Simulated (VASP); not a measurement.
Si2W, 3 atoms in the cell. The structure is tetragonal, space group I4/mmm (No. 139). The conventional cell has a = 3.256 Å, b = 3.256 Å, c = 7.933 Å, α = 90.00°, β = 90.00°, γ = 90.00°. W (site symmetry 4/mmm) has 10 Si at 2.65 to 2.66 Å and 4 W at 3.26 Å within 3.5 Å. Si (site symmetry 4mm) has 9 Si at 2.62 to 3.26 Å and 5 W at 2.65 to 2.66 Å within 3.5 Å. 

```yaml
Program: VASP 6.6.1
Task: single point
Functional: PBEsol
Potentials_or_basis: VASP PAW PBE potentials, release 64 (W_sv, Si)
Cutoff: 520 eV
k_mesh: 12 × 12 × 12
Occupations: fermi-dirac, width 0.05 eV
Spin: no spin polarisation
Dipole_correction: no
Further_INCAR_settings: ALGO = Normal; EDIFF = 1e-06; NBANDS = 18
```

Potentials or basis: VASP PAW PBE potentials, release 64 (W_sv, Si).

Launch:

```console
$ cat potpaw_PBE.64/W_sv/POTCAR potpaw_PBE.64/Si/POTCAR > POTCAR
$ mpirun -np 1 vasp_std > vasp.out
```

Hardware: 1 thread of Intel Xeon 8259CL, with other jobs on the host.

How long does it take, and how much memory?

It took 3.6 min on 1 thread of Intel Xeon 8259CL, on a shared host, peak memory 0.28 GiB. Counts: scf iterations 12, k points 163.
